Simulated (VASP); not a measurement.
WSe2, 3 atoms in the cell. Symmetry: Amm2, No. 38, orthorhombic system. The conventional cell has a = 7.496 Å, b = 3.656 Å, c = 4.629 Å, α = 90.00°, β = 90.00°, γ = 90.00°. Within 3.1 Å of W (site symmetry mm2) lie 6 Se at 2.37 to 2.68 Å and 4 W at 2.95 Å. Se (site symmetry m) has 3 W at 2.37 to 2.68 Å and 4 Se at 2.95 Å within 3.1 Å.  This cell differs from its parent crystal: strain +e along x and -e along y +0.1500, strain +e along z and -e/2 along x and y +0.0700.

* Program: VASP 6.6.1
* Task: single point
* Functional: PBE
* Dispersion: D3(BJ)
* Potentials or basis: VASP PAW PBE potentials, release 64 (W_sv, Se)
* Cutoff: 520 eV
* k mesh: 9 × 9 × 4
* Occupations: gaussian, width 0.05 eV
* Spin: no spin polarisation
* Dipole correction: no
* Further INCAR settings: ALGO = Normal; EDIFF = 1e-06; NBANDS = 20

Potentials or basis: VASP PAW PBE potentials, release 64 (W_sv, Se).

Launch:

```bash
$ cat potpaw_PBE.64/W_sv/POTCAR potpaw_PBE.64/Se/POTCAR > POTCAR
$ mpirun -np 1 vasp_std > vasp.out
```

Hardware: 1 thread of AMD EPYC 7R13 (shared host).

Problem. Estimate the wall time of this run.

Solution. Run time: 2.2 min on 1 thread of AMD EPYC 7R13, with other jobs on the host, peak memory 0.23 GiB. Counts: scf iterations 15, k points 75.
